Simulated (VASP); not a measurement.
# Al (I4/mmm) in VASP: a series of runs, part 2 of 2

VASP 6.6.1.

## 3. Single point, r2SCAN

POSCAR reads:

```
Al
1.0
   -1.5414601775      1.5414601775      1.6956061952
    1.5414601775     -1.5414601775      1.6956061952
    1.5414601775      1.5414601775     -1.6956061952
Al
1
Direct
    0.0000000000      0.0000000000      0.0000000000
```

INCAR.step1 reads:

```
PREC = Accurate
ENCUT = 520
ISMEAR = 0
SIGMA = 0.15
LREAL = False
LASPH = True
NELM = 100
NBANDS = 8
GGA = PE
ALGO = Normal
EDIFF = 1E-4
LWAVE = True
LCHARG = False
```

INCAR.step2 reads:

```
PREC = Accurate
ENCUT = 520
EDIFF = 1E-6
ISMEAR = 0
SIGMA = 0.15
LREAL = False
LASPH = True
NELM = 100
ALGO = Normal
ISIF = 2
LWAVE = False
LCHARG = False
METAGGA = R2SCAN
LMIXTAU = True
NBANDS = 8
ISTART = 1
```

KPOINTS reads:

```
regular mesh
0
Gamma
  24 24 24
```

Potentials or basis: VASP PAW PBE potentials, release 64 (Al).

Run with:

```console
cat potpaw_PBE.64/Al/POTCAR > POTCAR
cp INCAR.step1 INCAR
mpirun -np 1 vasp_std > vasp.out
cp INCAR.step2 INCAR
mpirun -np 1 vasp_std > vasp.out
```

OUTCAR:

```text
PREC = Accurate
   ENCUT = 520
   EDIFF = 1E-6
   ISMEAR = 0
   LREAL = False
   LASPH = True
   NELM = 100
   ISIF = 2
   METAGGA = R2SCAN
   ISTART = 1

 ion  position               nearest neighbor table
   1  0.000  0.000  0.000-

  LATTYP: Found a body centered tetragonal cell.
 ALAT       =     3.0829203550
 C/A-ratio  =     1.1000000000

  Lattice vectors:

 A1 = (  -1.5414601775,   1.5414601775,   1.6956061952)
 A2 = (   1.5414601775,  -1.5414601775,   1.6956061952)
 A3 = (   1.5414601775,   1.5414601775,  -1.6956061952)

Analysis of symmetry for initial positions (statically):
=====================================================================
 Subroutine PRICEL returns:
 Original cell was already a primitive cell.

 Routine SETGRP: Setting up the symmetry group for a
 body centered tetragonal supercell.

 Subroutine GETGRP returns: Found 16 space group operations
 (whereof 16 operations were pure point group operations)
 out of a pool of 16 trial point group operations.

The static configuration has the point symmetry D_4h.

Analysis of symmetry for dynamics (positions and initial velocities):
=====================================================================
 Subroutine PRICEL returns:
 Original cell was already a primitive cell.

 Routine SETGRP: Setting up the symmetry group for a
 body centered tetragonal supercell.

 Subroutine GETGRP returns: Found 16 space group operations
 (whereof 16 operations were pure point group operations)
 out of a pool of 16 trial point group operations.

The dynamic configuration has the point symmetry D_4h.

 Subroutine INISYM returns: Found 16 space group operations
 (whereof 16 operations are pure point group operations),
 and found     1 'primitive' translations

----------------------------------------------------------------------------------------

                                     Primitive cell

[... 110 lines left out ...]
  Fermi-wavevector in a.u.,A,eV,Ry     =   0.934757  1.766435 11.888371  0.873771
  Thomas-Fermi vector in A             =   2.061595
   LORBIT       =      0    0 simple, 1 ext, 2 COOP (PROOUT), +10 PAW based schemes
   METAGGA = R2SCAN    functional components
   LHFCALC =     F    Hartree Fock is set to
   AEXX    =    0.0000 exact exchange contribution
   IVDW    =     0    specifies the selected vdW correction
   LEPSILON=     F    determine dielectric tensor
   LRPA    =     F    only Hartree local field effects (RPA)
 non-spin polarized calculation
 Gauss-broadening in eV      SIGMA  =   0.15
  energy-cutoff  :      520.00
  volume of cell :       16.12
 maximum number of plane-waves:       448
 NGX is ok and might be reduce to    24

 number of electron       3.0000000 magnetization

 Free energy of the ion-electron system (eV)
  ---------------------------------------------------
  ext. energy  EPLUGINS =         0.00000000
  ---------------------------------------------------
  free energy    TOTEN  =        -6.64113400 eV

  energy without entropy =       -6.63688320  energy(sigma->0) =       -6.63900860

 E-fermi :   8.2664     XC(G=0): -11.0079

 val. band max:        8.2598590127   @ k =   0.2500   0.1667   0.1250
 cond. band min:       8.2676857414   @ k =  -0.2500   0.4167   0.1667
 fundamental gap:      0.0078267287
 Fermi energy:         8.2663817009

 k-point     1 :       0.0000    0.0000    0.0000
  band No.  band energies     occupation
      1      -3.7487      2.00000
      2      21.8272      0.00000
      3      21.8272      0.00000
      4      23.9837      0.00000
      5      24.1377      0.00000
      6      24.3470      0.00000
      7      24.5293      0.00000
      8      24.5293      0.00000
[... 243 lines left out ...]
 k-point    24 :       0.4583    0.0417    0.0000
  band No.  band energies     occupation
      1       2.9677      2.00000
      2       4.4435      2.00000
      3      16.8269      0.00000
      4      18.1135      0.00000
      5      20.3077      0.00000
      6      21.7838      0.00000
      7      28.4962      0.00000
      8      30.5781      0.00000

 [... further k-points ...]

------------------------ aborting loop because EDIFF is reached ----------------------------------------

  FORCE on cell =-STRESS in cart. coord.  units (eV):
  Direction    XX          YY          ZZ          XY          YZ          ZX
  --------------------------------------------------------------------------------------
  -------------------------------------------------------------------------------------
  Total       -0.1529808     -0.1529808      0.3203087      0.0000000      0.0000000      0.0000000
  in kB      -15.2089018    -15.2089018     31.8441514      0.0000000      0.0000000      0.0000000
  external PRESSURE =       0.4754492 kB  Pullay stress =       0.0000000 kB

 VOLUME and BASIS-vectors are now :
 -----------------------------------------------------------------------------
  energy-cutoff  :      520.00
  volume of cell :       16.12
      direct lattice vectors                 reciprocal lattice vectors
    -1.541460178  1.541460178  1.695606195     0.000000000  0.324367770  0.294879791
     1.541460178 -1.541460178  1.695606195     0.324367770  0.000000000  0.294879791
     1.541460178  1.541460178 -1.695606195     0.324367770  0.324367770  0.000000000

 POSITION                                       TOTAL-FORCE (eV/Angst)
 -----------------------------------------------------------------------------------
      0.00000      0.00000      0.00000         0.000000     -0.000000     -0.000000
 -----------------------------------------------------------------------------------
    total drift:                                0.000000      0.000000      0.000000

  FREE ENERGIE OF THE ION-ELECTRON SYSTEM (eV)
  ---------------------------------------------------
  free  energy   TOTEN  =        -6.6411339963 eV

  energy  without entropy=       -6.6368832003  energy(sigma->0) =       -6.63900860
```

OUTCAR.step1:

```text
PREC = Accurate
   ENCUT = 520
   ISMEAR = 0
   LREAL = False
   LASPH = True
   NELM = 100
[... 480 lines left out ...]

 POSITION                                       TOTAL-FORCE (eV/Angst)
 -----------------------------------------------------------------------------------
      0.00000      0.00000      0.00000        -0.000000      0.000000     -0.000000
 -----------------------------------------------------------------------------------
    total drift:                                0.000000     -0.000000     -0.000000

  FREE ENERGIE OF THE ION-ELECTRON SYSTEM (eV)
  ---------------------------------------------------
  free  energy   TOTEN  =        -3.6573645472 eV

  energy  without entropy=       -3.6524729096  energy(sigma->0) =       -3.65491873
```

OSZICAR.step1:

```text
N       E                     dE             d eps       ncg     rms          rms(c)
DAV:   1    -0.226100592551E+01   -0.22610E+01   -0.85832E+02 17048   0.204E+02
DAV:   2    -0.367494667105E+01   -0.14139E+01   -0.13589E+01 23736   0.188E+01
DAV:   3    -0.368192484567E+01   -0.69782E-02   -0.69749E-02 21112   0.147E+00
DAV:   4    -0.368194244958E+01   -0.17604E-04   -0.17603E-04 25672   0.654E-02
DAV:   5    -0.368194249809E+01   -0.48518E-07   -0.48348E-07 21200   0.217E-03    0.130E+00
DAV:   6    -0.366747939730E+01    0.14463E-01   -0.18483E-03 19480   0.195E-01    0.747E-01
DAV:   7    -0.365737034213E+01    0.10109E-01   -0.55059E-03 19960   0.315E-01    0.145E-01
DAV:   8    -0.365736454724E+01    0.57949E-05   -0.18957E-05 21912   0.302E-02
   1 F= -.36573645E+01 E0= -.36549187E+01  d E =-.489164E-02
```

It took 2.3 min on 1 thread of Intel Xeon 6975P-C (Granite Rapids), shared host; peak memory 0.22 GiB.

What came out:

| Item | Value |
| --- | --- |
| Free energy | -6.6411 eV |
| Pressure | 0.0 GPa |
| Band gap on the k mesh | zero (an odd number of electrons rules out a gap without spin polarisation) |

Caveat: the PAW data sets were made with another functional, which shifts forces and pressure a little.

## 4. Single point, r2SCAN

This run uses another cell than the first one, of the same volume but with other edges.

POSCAR reads:

```
Al
1.0
   -1.8369277953      1.8369277953      1.1940030670
    1.8369277953     -1.8369277953      1.1940030670
    1.8369277953      1.8369277953     -1.1940030670
Al
1
Direct
    0.0000000000      0.0000000000      0.0000000000
```

INCAR.step1 reads:

```
PREC     = Accurate       # precision mode
ENCUT    = 520            # plane-wave cutoff, eV
ISMEAR   = 0              # smearing method
SIGMA    = 0.15           # smearing width, eV
LREAL    = F              # projectors in reciprocal space
LASPH    = T              # aspherical terms in the spheres
NELM     = 80             # most SCF steps
NBANDS   = 8              # bands
GGA      = PE             # functional
ALGO     = Normal         # electronic algorithm
EDIFF    = 1E-4           # SCF threshold, eV
LWAVE    = T              # write WAVECAR
LCHARG   = F              # write CHGCAR
```

INCAR.step2 reads:

```
PREC     = Accurate       # precision mode
ENCUT    = 520            # plane-wave cutoff, eV
EDIFF    = 1E-6           # SCF threshold, eV
ISMEAR   = 0              # smearing method
SIGMA    = 0.15           # smearing width, eV
LREAL    = F              # projectors in reciprocal space
LASPH    = T              # aspherical terms in the spheres
NELM     = 80             # most SCF steps
ALGO     = Normal         # electronic algorithm
ISIF     = 2              # what is computed and relaxed
LWAVE    = F              # write WAVECAR
LCHARG   = F              # write CHGCAR
METAGGA  = R2SCAN         # meta-GGA
LMIXTAU  = T            
NBANDS   = 8              # bands
ISTART   = 1
```

KPOINTS reads:

```
Automatic mesh
0
Gamma
  24 24 24
```

Potentials or basis: VASP PAW PBE potentials, release 64 (Al).

Run with:

```console
cat potpaw_PBE.64/Al/POTCAR > POTCAR
cp INCAR.step1 INCAR
mpirun -np 1 vasp_std > vasp.out
cp INCAR.step2 INCAR
mpirun -np 1 vasp_std > vasp.out
```

OUTCAR:

```text
PREC = Accurate
   ENCUT = 520
   EDIFF = 1E-6
   ISMEAR = 0
   LREAL = F
   LASPH = T
   NELM = 80
   ISIF = 2
   METAGGA = R2SCAN
   ISTART = 1

 ion  position               nearest neighbor table
   1  0.000  0.000  0.000-

  LATTYP: Found a body centered tetragonal cell.
 ALAT       =     3.6738555906
 C/A-ratio  =     0.6500000000

  Lattice vectors:

 A1 = (  -1.8369277953,   1.8369277953,   1.1940030670)
 A2 = (   1.8369277953,  -1.8369277953,   1.1940030670)
 A3 = (   1.8369277953,   1.8369277953,  -1.1940030670)

Analysis of symmetry for initial positions (statically):
=====================================================================
 Subroutine PRICEL returns:
 Original cell was already a primitive cell.

 Routine SETGRP: Setting up the symmetry group for a
 body centered tetragonal supercell.

 Subroutine GETGRP returns: Found 16 space group operations
 (whereof 16 operations were pure point group operations)
 out of a pool of 16 trial point group operations.

The static configuration has the point symmetry D_4h.

[... 159 lines left out ...]
 E-fermi :   8.0878     XC(G=0): -10.9226

 val. band max:        8.0767066744   @ k =  -0.3333  -0.3333   0.2083
 cond. band min:       8.0879242805   @ k =  -0.4167   0.2083   0.0000
 fundamental gap:      0.0112176060
 Fermi energy:         8.0877785251

 k-point     1 :       0.0000    0.0000    0.0000
  band No.  band energies     occupation
      1      -3.8086      2.00000
      2      16.3960      0.00000
      3      18.1288      0.00000
      4      18.1288      0.00000
      5      19.4960      0.00000
      6      29.8738      0.00000
      7      29.8738      0.00000
      8      31.7853      0.00000
[... 243 lines left out ...]
 k-point    24 :       0.4583    0.0417    0.0000
  band No.  band energies     occupation
      1       4.6462      2.00000
      2       6.7949      2.00000
      3      14.4980      0.00000
      4      16.0672      0.00000
      5      16.9030      0.00000
      6      20.1580      0.00000
      7      26.2477      0.00000
      8      29.6411      0.00000

 [... further k-points ...]

------------------------ aborting loop because EDIFF is reached ----------------------------------------

  FORCE on cell =-STRESS in cart. coord.  units (eV):
  Direction    XX          YY          ZZ          XY          YZ          ZX
  --------------------------------------------------------------------------------------
  -------------------------------------------------------------------------------------
  Total       -0.2502445     -0.2502445      3.6493001      0.0000000     -0.0000000      0.0000000
  in kB      -24.8785752    -24.8785752    362.8027340      0.0000000     -0.0000000      0.0000000
  external PRESSURE =     104.3485279 kB  Pullay stress =       0.0000000 kB

 VOLUME and BASIS-vectors are now :
 -----------------------------------------------------------------------------
  energy-cutoff  :      520.00
  volume of cell :       16.12
      direct lattice vectors                 reciprocal lattice vectors
    -1.836927795  1.836927795  1.194003067     0.000000000  0.272193606  0.418759393
     1.836927795 -1.836927795  1.194003067     0.272193606  0.000000000  0.418759393
     1.836927795  1.836927795 -1.194003067     0.272193606  0.272193606  0.000000000

 POSITION                                       TOTAL-FORCE (eV/Angst)
 -----------------------------------------------------------------------------------
      0.00000      0.00000      0.00000        -0.000000      0.000000      0.000000
 -----------------------------------------------------------------------------------
    total drift:                                0.000000     -0.000000      0.000000

  FREE ENERGIE OF THE ION-ELECTRON SYSTEM (eV)
  ---------------------------------------------------
  free  energy   TOTEN  =        -6.4120348183 eV

  energy  without entropy=       -6.4073099498  energy(sigma->0) =       -6.40967238
```

OUTCAR.step1:

```text
PREC = Accurate
   ENCUT = 520
   ISMEAR = 0
   LREAL = F
   LASPH = T
[... 481 lines left out ...]

 POSITION                                       TOTAL-FORCE (eV/Angst)
 -----------------------------------------------------------------------------------
      0.00000      0.00000      0.00000        -0.000000     -0.000000     -0.000000
 -----------------------------------------------------------------------------------
    total drift:                                0.000000      0.000000      0.000000

  FREE ENERGIE OF THE ION-ELECTRON SYSTEM (eV)
  ---------------------------------------------------
  free  energy   TOTEN  =        -3.4444616025 eV

  energy  without entropy=       -3.4393060301  energy(sigma->0) =       -3.44188382
```

OSZICAR.step1:

```text
N       E                     dE             d eps       ncg     rms          rms(c)
DAV:   1    -0.196280209947E+01   -0.19628E+01   -0.88753E+02 17096   0.207E+02
DAV:   2    -0.346173417189E+01   -0.14989E+01   -0.14434E+01 23808   0.193E+01
DAV:   3    -0.346887354272E+01   -0.71394E-02   -0.71343E-02 21784   0.149E+00
DAV:   4    -0.346889149053E+01   -0.17948E-04   -0.17949E-04 25624   0.650E-02
DAV:   5    -0.346889152441E+01   -0.33878E-07   -0.33445E-07 21976   0.169E-03    0.157E+00
DAV:   6    -0.345416282845E+01    0.14729E-01   -0.24584E-03 22064   0.179E-01    0.925E-01
DAV:   7    -0.344451762841E+01    0.96452E-02   -0.63820E-03 21280   0.294E-01    0.133E-01
DAV:   8    -0.344446160253E+01    0.56026E-04   -0.24226E-04 22264   0.709E-02
   1 F= -.34444616E+01 E0= -.34418838E+01  d E =-.515557E-02
```

Wall time 2.1 min (1 thread of Intel Xeon 6975P-C (Granite Rapids), shared host); peak memory 0.23 GiB.

What came out:

```
Free energy            : -6.4120 eV
Pressure               : 10.4 GPa
Band gap on the k mesh : zero (an odd number of electrons rules out a gap without spin polarisation)
```

Stress tensor (GPa, compression positive):
```
-2.49  0.00  0.00
 0.00 -2.49  0.00
 0.00  0.00 36.28
```

Caveat: the cell stands under pressure; the PAW data sets were made with another functional, which shifts forces and pressure a little.

## 5. Overview

```csv
cell,gap on the mesh (eV),pressure (GPa)
"a = 2.760 Å, angles 107.3, 107.3, 113.9°, 1 atom",none,0.2
"a = 2.762 Å, angles 112.1, 112.1, 104.2°, 1 atom",none,0.0
"a = 2.859 Å, angles 100.0, 100.0, 130.6°, 1 atom",none,10.4
```

Alike in all rows: task single point; level r2SCAN; potentials or basis VASP PAW PBE potentials, release 64 (Al); no spin polarisation; k mesh 24 × 24 × 24; cutoff (eV) 520; smearing gaussian 0.15 eV.

Caveats: the PAW data sets were made with another functional, which shifts forces and pressure a little; the cell stands under pressure (at least some runs).

Absolute energies hang on the potentials; compare differences alone.
